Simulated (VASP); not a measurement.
A run of VASP 6.6.1 is set up as follows.

Contents of POSCAR:

```
Li2O
1.0
    0.0000000000      2.2863684517      2.2863684517
    2.2863684517      0.0000000000      2.2863684517
    2.2863684517      2.2863684517      0.0000000000
O Li
1 2
Direct
    0.0000000000      0.0000000000      0.0000000000
    0.2500000000      0.2500000000      0.2500000000
    0.7500000000      0.7500000000      0.7500000000
```

Contents of INCAR.step1:

```
SYSTEM = Li2O
PREC = Accurate
ENCUT = 500
EDIFF = 1E-8
ISMEAR = 0
SIGMA = 0.01
LREAL = .False.
LASPH = .True.
NELM = 80
ALGO = Normal
LWAVE = .True.
LCHARG = .False.
GGA = PE
```

File INCAR.step2:

```
SYSTEM = Li2O
PREC = Accurate
ENCUT = 500
EDIFF = 1E-8
ISMEAR = 0
SIGMA = 0.01
LREAL = .False.
LASPH = .True.
NELM = 1
ALGO = Exact
LWAVE = .True.
LCHARG = .False.
GGA = PE
NBANDS = 64
LOPTICS = .True.
ISTART = 1
```

INCAR.step3

```
SYSTEM = Li2O
PREC = Accurate
ENCUT = 500
EDIFF = 1E-8
ISMEAR = 0
SIGMA = 0.01
LREAL = .False.
LASPH = .True.
ALGO = EVGW0
LWAVE = .False.
LCHARG = .False.
GGA = PE
NELMGW = 1
NBANDS = 64
ENCUTGW = 80.0
NOMEGA = 48
PRECFOCK = Fast
ISTART = 1
NBANDSGW = 12
```

The input KPOINTS:

```
regular mesh
0
Gamma
  4 4 4
  0 0 0
```

Potentials or basis: VASP PAW PBE potentials, release 64 (O_GW, Li_GW).

Run with:

```console
$ cat potpaw_PBE.64/O_GW/POTCAR potpaw_PBE.64/Li_GW/POTCAR > POTCAR
$ cp INCAR.step1 INCAR
$ mpirun -np 1 vasp_std > vasp.out
$ cp INCAR.step2 INCAR
$ mpirun -np 1 vasp_std > vasp.out
$ cp INCAR.step3 INCAR
$ mpirun -np 1 vasp_std > vasp.out
```

(1) Estimate the quasiparticle gap.

(2) Predict the least direct quasiparticle gap.

(3) What does it give for the band gap on the k mesh, mean-field level?

## Answers

(1) 7.15 eV.

(2) 7.68 eV.

(3) 5.04 eV, indirect (least direct gap 5.50 eV).

Caveat: the k points lie up to 0.59 Å⁻¹ apart; bands, screening cutoff and mesh are small and nothing is extrapolated, so the quasiparticle values aren't converged.
